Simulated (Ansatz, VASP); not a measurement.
# Cd: VASP beside Ansatz

```
Cd
1.0
     0.00000    2.21815    2.28469
     2.21815    0.00000    2.28469
     2.21815    2.21815    0.00000
Cd
1
Direct
  0.00000 0.00000 0.00000
```

Change from the starting cell: strain +0.000 along x and y, +0.030 along z, atoms carried along.

Alike in both runs: task single point; functional PBEsol; k mesh 18 × 18 × 18; occupations gaussian, width 0.15 eV; no spin polarisation.

|  | VASP | Ansatz |
| --- | --- | --- |
| version | VASP 6.6.1 | Ansatz 0.2.0 |
| potentials or method | VASP PAW PBE potentials, release 64 (Cd), cutoff 520 eV | scalar-relativistic, plane waves, PAW |
| valence electrons in the cell | 12 | 20 |

```tsv
	VASP	Ansatz	Ansatz less VASP
gap on the k mesh at the Fermi level (eV)	none	none	-
pressure (GPa)	-3.0	-3.3	-0.29
traceless stress, the component that is largest in VASP (GPa)	-0.61	-0.61	+0.005
```

VASP's potentials were made for PBE, not for PBEsol. A gap of «none» marks a metal or a gap that the smearing closes. VASP's potentials hold 12 valence electrons a cell and Ansatz's 20, so a difference there can come from the potentials and not from the codes.
